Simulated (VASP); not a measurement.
Set up this calculation in VASP 6.6.1, as the native input.

| Quantity | Value |
| --- | --- |
| Task | single point |
| Functional | r2SCAN |
| Potentials or basis | VASP PAW PBE potentials, release 64 (Cu) |
| Cutoff | 660 eV |
| k mesh | 8 × 8 × 8 |
| Occupations | gaussian, width 0.1 eV |
| Spin | no spin polarisation |
| Dipole correction | no |
| Further INCAR settings | ALGO = Normal; EDIFF = 1e-06; NBANDS = 18 |

Cu:

```
CELL_PARAMETERS angstrom
1.21846 -3.97638 0.00000
1.21846 3.97638 0.00000
0.00000 0.00000 2.47550
ATOMIC_POSITIONS crystal
Cu 0.13387 0.86613 0.25000
Cu 0.86613 0.13387 0.75000
```

The input as run:

POSCAR

```
Cu
1.0
    1.2184636900     -3.9763780104      0.0000000000
    1.2184636900      3.9763780104      0.0000000000
    0.0000000000      0.0000000000      2.4754955235
Cu
2
Direct
    0.1338666500      0.8661333500      0.2500000000
    0.8661333500      0.1338666500      0.7500000000
```

INCAR.step1

```
ALGO     = Normal         # electronic algorithm
EDIFF    = 1E-5           # SCF threshold, eV
ENCUT    = 660            # plane-wave cutoff, eV
GGA      = PE             # functional
GGA_COMPAT= F            
ISMEAR   = 0              # smearing method
LASPH    = T              # aspherical terms in the spheres
LCHARG   = F              # write CHGCAR
LREAL    = F              # projectors in reciprocal space
LWAVE    = T              # write WAVECAR
NBANDS   = 18             # bands
NELM     = 120            # most SCF steps
PREC     = Accurate       # precision mode
SIGMA    = 0.1            # smearing width, eV
```

INCAR.step2

```
ALGO     = Normal         # electronic algorithm
EDIFF    = 1E-6           # SCF threshold, eV
ENCUT    = 660            # plane-wave cutoff, eV
GGA_COMPAT= F            
ISIF     = 2              # what is computed and relaxed
ISMEAR   = 0              # smearing method
ISTART   = 1            
LASPH    = T              # aspherical terms in the spheres
LCHARG   = F              # write CHGCAR
LMIXTAU  = T            
LREAL    = F              # projectors in reciprocal space
LWAVE    = F              # write WAVECAR
METAGGA  = R2SCAN         # meta-GGA
NBANDS   = 18             # bands
NELM     = 120            # most SCF steps
PREC     = Accurate       # precision mode
SIGMA    = 0.1            # smearing width, eV
```

KPOINTS

```
k-points
0
Gamma
  8 8 8
```

Potentials or basis: VASP PAW PBE potentials, release 64 (Cu).

Command:

```console
$ cat potpaw_PBE.64/Cu/POTCAR > POTCAR
$ cp INCAR.step1 INCAR
$ mpirun -np 1 vasp_std > vasp.out
$ cp INCAR.step2 INCAR
$ mpirun -np 1 vasp_std > vasp.out
```

It gave:

```yaml
Pressure: 0.8 GPa
Largest_force: 0.004 eV/Å
Band_gap_on_the_k_mesh: zero (bands 11 and 12 overlap by 5.70 eV)
```

Caveat: the PAW data sets were made with another functional, which shifts forces and pressure a little.

Run time: 14 min on 1 thread of AMD EPYC 7R13 (shared host), peak memory 0.18 GiB.
